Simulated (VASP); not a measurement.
Runs of VASP 6.6.1 on CdO. The structure is that of space group Fm-3m (No. 225), or close to it. The cells are those of the table. 

```csv
level,potentials or basis,cell,k mesh,gap on the mesh (eV),pressure (GPa)
PBE,"VASP PAW PBE potentials, release 64 (Cd, O)","a = 3.422 Å, angles 60.0°, 2 atoms",16 × 16 × 16,none,-4.3
PBE,"VASP PAW PBE potentials, release 64 (Cd, O)","a = 3.321 Å, angles 60.0°, 2 atoms",6 × 6 × 6,none,7.7
LDA,"VASP PAW LDA potentials, release 64 (Cd, O)","a = 3.289 Å, angles 60.0°, 2 atoms",16 × 16 × 16,none,(a)
PBEsol,"VASP PAW PBE potentials, release 64 (Cd, O)","a = 3.362 Å, angles 60.0°, 2 atoms",16 × 16 × 16,none,-4.3
```

Alike in all rows: task single point; no spin polarisation; cutoff (eV) 600; smearing gaussian 0.1 eV.

**Question.** Fill in the values left out.

**Answer.** (a) 0.0.

Caveats: some runs use coarse meshes; the PAW data sets were made with another functional, which shifts forces and pressure a little (some runs).

A k mesh can miss the band edges, and the runs leave out spin-orbit coupling on Cd.

A gap of «none» marks levels without a gap at the run's occupations.
